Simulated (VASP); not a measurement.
Set up this calculation in VASP 6.6.1, as the native input.

```yaml
Task: single point
Functional: LDA
Potentials_or_basis: VASP PAW LDA potentials, release 64 (Zn, Pt_sv_GW)
Cutoff: 570 eV
k_mesh: 16 × 16 × 14
Occupations: gaussian, width 0.15 eV
Spin: no spin polarisation
Dipole_correction: no
Further_INCAR_settings: ALGO = Normal; EDIFF = 1e-06; NBANDS = 22
```

The structure of ZnPt lies in POSCAR:

```
ZnPt
1.0
    2.8640000000      0.0107400000      0.0000000000
    0.0107400000      2.8640000000      0.0000000000
    0.0000000000      0.0000000000      3.5100000000
Zn Pt
1 1
Direct
    0.5000000000      0.5000000000      0.5000000000
    0.0000000000      0.0000000000      0.0000000000
```

This cell differs from its parent crystal: strain +0.0075 x Voigt [0, 0, 0, 0, 0, 1].

One way to write it, as run:

INCAR

```
  PREC = Accurate
  ENCUT = 570
  EDIFF = 1E-6
  ISMEAR = 0
  SIGMA = 0.15
  LREAL = False
  LASPH = True
  NELM = 120
  ALGO = Normal
  ISIF = 2
  LWAVE = False
  LCHARG = False
  GGA = CA
  NBANDS = 22
  GGA_COMPAT = False
```

KPOINTS

```
Automatic mesh
0
Gamma
  16 16 14
```

Potentials or basis: VASP PAW LDA potentials, release 64 (Zn, Pt_sv_GW).

The run is started by

```sh
$ cat potpaw_LDA.64/Zn/POTCAR potpaw_LDA.64/Pt_sv_GW/POTCAR > POTCAR
$ mpirun -np 1 vasp_std > vasp.out
```

Results of the run:

```json
{"Pressure": "-10.8 GPa", "Band gap on the k mesh": "zero (bands 15 and 16 overlap by 4.58 eV)"}
```

Caveat: the cell differs from its parent crystal (strain +0.0075 x Voigt [0, 0, 0, 0, 0, 1]); the cell stands under tension; spin-orbit coupling is left out, which moves the levels of the heavy elements.

Run time: 2.3 min on 1 thread of Intel(R) Xeon(R) Platinum 8488C (Sapphire Rapids), on a shared host, peak memory 0.51 GiB.
